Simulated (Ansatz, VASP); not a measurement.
## In: VASP beside Ansatz

```
CELL_PARAMETERS angstrom
-1.59363 1.62615 2.47395
1.59363 -1.62615 2.47395
1.59363 1.62615 -2.47395
ATOMIC_POSITIONS crystal
In 0.00000 0.00000 0.00000
```

Change from the starting cell: strain -0.0200 x Voigt [1, 0, 0, 0, 0, 0], atoms carried along.

Alike in both runs: task single point; functional PBE; k mesh 20 × 20 × 20; occupations gaussian, width 0.15 eV; no spin polarisation.

```csv
,VASP,Ansatz
version,VASP 6.6.1,Ansatz 0.2.0
potentials or method,"VASP PAW PBE potentials, release 64 (In_d), cutoff 520 eV","scalar-relativistic, plane waves, PAW"
valence electrons in the cell,13,13
```

VASP gave:

- gap on the k mesh at the Fermi level (eV): none
- pressure (GPa): 3.0
- traceless stress, the component that is largest in VASP (GPa): 0.31

What did Ansatz give for the same quantities?

gap on the k mesh at the Fermi level (eV): none; pressure (GPa): 3.0; traceless stress, the component that is largest in VASP (GPa): 0.30.

A gap of «none» marks a metal or a gap that the smearing closes. The functional is the same, so the differences come from potentials, cutoffs and numerics.
